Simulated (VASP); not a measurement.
Wanted: the native input for a VASP 6.6.1 run.

* Task: relaxation of cell and atoms
* Functional: LDA
* Potentials or basis: VASP PAW LDA potentials, release 64 (Al)
* Cutoff: 600 eV
* k mesh: 24 × 24 × 24
* Occupations: methfessel-paxton, width 0.1 eV
* Spin: no spin polarisation
* Dipole correction: no
* Further INCAR settings: ALGO = Fast; EDIFF = 1e-06; IBRION = 2; EDIFFG = -0.005; NSW = 80; ISIF = 3

The structure of Al lies in POSCAR:

```
Al
1.0
    0.0000000000      2.0200000000      2.0200000000
    2.0200000000      0.0000000000      2.0200000000
    2.0200000000      2.0200000000      0.0000000000
Al
1
Direct
    0.0000000000      0.0000000000      0.0000000000
```

One way to write it, as run:

INCAR

```
ALGO     = Fast           # electronic algorithm
EDIFF    = 1E-6           # SCF threshold, eV
EDIFFG   = -0.005         # ionic threshold
ENCUT    = 600            # plane-wave cutoff, eV
GGA      = CA             # functional
IBRION   = 2              # ionic algorithm
ISIF     = 3              # what is computed and relaxed
ISMEAR   = 1              # smearing method
LASPH    = True           # aspherical terms in the spheres
LCHARG   = False          # write CHGCAR
LREAL    = False          # projectors in reciprocal space
LWAVE    = False          # write WAVECAR
NELM     = 80             # most SCF steps
NSW      = 80             # ionic steps
PREC     = Accurate       # precision mode
SIGMA    = 0.1            # smearing width, eV
```

KPOINTS

```
k-points
0
Gamma
  24 24 24
```

Potentials or basis: VASP PAW LDA potentials, release 64 (Al).

Run with:

```console
$ cat potpaw_LDA.64/Al/POTCAR > POTCAR
$ mpirun -np 1 vasp_std > vasp.out
```

Results of the run:

The relaxed volume is 15.80 Å³/atom. The relaxed cell is a = 2.816 Å, b = 2.816 Å, c = 2.816 Å, α = 60.00°, β = 60.00°, γ = 60.00° and the space group after relaxing (to 0.1 Å) is Fm-3m (No. 225). The energy gained by relaxing is 7.2 meV/atom. The ionic steps are 3 and the pressure after relaxing is 0.0 GPa. The band gap on the k mesh is zero (an odd number of electrons rules out a gap without spin polarisation).

It took 40 s on 1 thread of Intel Xeon 8259CL, on a shared host, peak memory 0.17 GiB.
